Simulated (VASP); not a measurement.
Set up this calculation in VASP 6.6.1, as the native input.

```
Task                   : relaxation of cell and atoms
Functional             : PBE
Potentials or basis    : VASP PAW PBE potentials, release 64 (W_sv)
Cutoff                 : 600 eV
k mesh                 : 12 × 12 × 12
Occupations            : methfessel-paxton, width 0.05 eV
Spin                   : no spin polarisation
Target pressure        : 30 GPa
Dipole correction      : no
Further INCAR settings : ALGO = Normal; EDIFF = 1e-06; IBRION = 2; EDIFFG = -0.03; NSW = 80; ISIF = 3
```

The structure of W lies in POSCAR:

```
W
1.0
    0.0000000000      2.0300000000      2.0300000000
    2.0300000000      0.0000000000      2.0300000000
    2.0300000000      2.0300000000      0.0000000000
W
1
Direct
    0.0000000000      0.0000000000      0.0000000000
```

One way to write it, as run:

INCAR

```
SYSTEM = W
PREC = Accurate
ENCUT = 600
EDIFF = 1E-6
ISMEAR = 1
SIGMA = 0.05
LREAL = .False.
LASPH = .True.
NELM = 80
ALGO = Normal
ISIF = 3
LWAVE = .False.
LCHARG = .False.
GGA = PE
IBRION = 2
NSW = 80
EDIFFG = -0.03
PSTRESS = 300.0
```

KPOINTS

```
Automatic mesh
0
Gamma
  12 12 12
  0 0 0
```

Potentials or basis: VASP PAW PBE potentials, release 64 (W_sv).

Run with:

```sh
$ cat potpaw_PBE.64/W_sv/POTCAR > POTCAR
$ mpirun -np 1 vasp_std > vasp.out
```

It gave:

- Relaxed volume: 15.08 Å³/atom
- Relaxed cell: a = 2.773 Å, b = 2.773 Å, c = 2.773 Å, α = 60.00°, β = 60.00°, γ = 60.00°
- Space group after relaxing (to 0.05 Å): Fm-3m (No. 225)
- Energy change on relaxing (the enthalpy is what falls): +113.2 meV/atom
- Ionic steps: 5
- Pressure after relaxing: 30.0 GPa
- Band gap on the k mesh: zero (band 7 reaches 15.28 eV, above the bottom of band 8 at 11.03 eV)

Caveat: the cell is relaxed towards a set pressure, so the enthalpy falls and the energy may rise; spin-orbit coupling is left out, which moves the levels of the heavy elements.

Run time: 33 s on 1 thread of Intel(R) Xeon(R) Platinum 8488C (Sapphire Rapids), on a shared host, peak memory 0.15 GiB.
